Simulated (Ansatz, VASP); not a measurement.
CdS in VASP and in Ansatz

File INCAR:

```
ALGO = Normal
EDIFF = 1E-6
ENCUT = 520
GGA = PE
ISIF = 2
ISMEAR = 0
LASPH = T
LCHARG = F
LREAL = F
LWAVE = F
NBANDS = 26
NELM = 100
PREC = Accurate
SIGMA = 0.05
```

KPOINTS

```
k-points
0
Gamma
  12 12 4
```

Contents of POSCAR:

```
CdS
1.0
    4.1347992034      0.0000000000      0.0000000000
   -2.0673996017      3.5808411497      0.0000000000
    0.0000000000      0.0000000000      6.7490000000
Cd S
2 2
Direct
    0.3333333333      0.6666666667      0.0000000000
    0.6666666667      0.3333333333      0.5000000000
    0.3054069340      0.6108138679      0.3701829901
    0.6666666667      0.3333333333      0.8850000000
```

Input for Ansatz:

```yaml
crystal:
  lattice:
    - [4.1347992034, 0.0, 0.0]
    - [-2.0673996017, 3.5808411497, 0.0]
    - [0.0, 0.0, 6.749]
  atoms:
    - { symbol: Cd, position: [0.3333333333, 0.6666666667, 0.0] }
    - { symbol: Cd, position: [0.6666666667, 0.3333333333, 0.5] }
    - { symbol: S, position: [0.305406934, 0.6108138679, 0.3701829901] }
    - { symbol: S, position: [0.6666666667, 0.3333333333, 0.885] }
basis:
  ecutwfc: 420
kpoints:
  mp_grid: { grid: [12, 12, 4] }
hamiltonian:
  xc: pbe
scf:
  occupations: { method: gaussian, width: 0.05 }
output:
  forces: true
  stress: true
  eigenvalues: true
  write_density: true
  write_potential: true
  elf: true
  volumetric_format: npy
```

Alike in both runs: task single point; functional PBE; k mesh 12 × 12 × 4; occupations gaussian, width 0.05 eV; no spin polarisation.

```csv
,VASP,Ansatz
version,VASP 6.6.1,Ansatz 0.2.0
potentials or method,"VASP PAW PBE potentials, release 64 (Cd, S), cutoff 520 eV","scalar-relativistic, plane waves, PAW"
valence electrons in the cell,36,52
```

|  | VASP | Ansatz | Ansatz less VASP |
| --- | --- | --- | --- |
| gap on the k mesh at the Fermi level (eV) | 1.21 | 1.21 | -0.004 |
| least direct gap on the mesh (eV) | 1.21 | 1.21 | -0.004 |
| pressure (GPa) | 3.2 | 2.9 | -0.36 |
| traceless stress, the component that is largest in VASP (GPa) | 2.21 | 2.14 | -0.076 |
| rms of the force components (eV/Å) | 0.358 | 0.349 | -0.0093 |

Atom by atom the forces differ by 0.010 eV/Å (rms over components). VASP's potentials hold 36 valence electrons a cell and Ansatz's 52, so a difference there can come from the potentials and not from the codes.
